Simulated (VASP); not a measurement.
Write the native input for VASP 6.6.1 that does the following.

* Task: single point
* Functional: PBEsol
* Potentials or basis: VASP PAW PBE potentials, release 64 (H)
* Cutoff: 520 eV
* k mesh: 6 × 6 × 6
* Occupations: gaussian, width 0.05 eV
* Spin: no spin polarisation
* Dipole correction: no
* Further INCAR settings: ALGO = Normal; EDIFF = 1e-06; NBANDS = 10

The structure of H lies in POSCAR:

```
H
1.0
    2.6628336006     -2.6054083891      0.0000000000
    2.6628336006      2.6054083891      0.0000000000
    0.0000000000      0.0000000000      4.0796907300
H
4
Direct
    0.9532956300      0.0467043700      0.0685088900
    0.4532956300      0.5467043700      0.4314911100
    0.5467043700      0.4532956300      0.5685088900
    0.0467043700      0.9532956300      0.9314911100
```

This cell differs from its parent crystal: strain +0.015 along x and y, -0.015 along z.

The input as run:

INCAR

```
SYSTEM = H
ALGO = Normal ; EDIFF = 1E-6
ENCUT = 520 ; GGA = PS
ISIF = 2 ; ISMEAR = 0
LASPH = .TRUE. ; LCHARG = .FALSE.
LREAL = .FALSE. ; LWAVE = .FALSE.
NBANDS = 10 ; NELM = 100
PREC = Accurate ; SIGMA = 0.05
```

KPOINTS

```
k-points
0
G
  6 6 6
  0 0 0
```

Potentials or basis: VASP PAW PBE potentials, release 64 (H).

The run is started by

```sh
$ cat potpaw_PBE.64/H/POTCAR > POTCAR
$ mpirun -np 1 vasp_std > vasp.out
```

Results of the run:

The pressure is 0.7 GPa. The largest force is 0.639 eV/Å and the band gap on the k mesh is 9.18 eV (least direct gap 9.79 eV).

Caveat: the cell differs from its parent crystal (strain +0.015 along x and y, -0.015 along z); this functional lacks dispersion, which holds the molecules together, so the pressure and a relaxed volume are unreliable; the PAW data sets were made with another functional, which shifts forces and pressure a little.

Wall time 13 s on 1 thread of Intel(R) Xeon(R) Platinum 8375C CPU @ 2.90GHz (Ice Lake), on a shared host, peak memory 0.16 GiB.
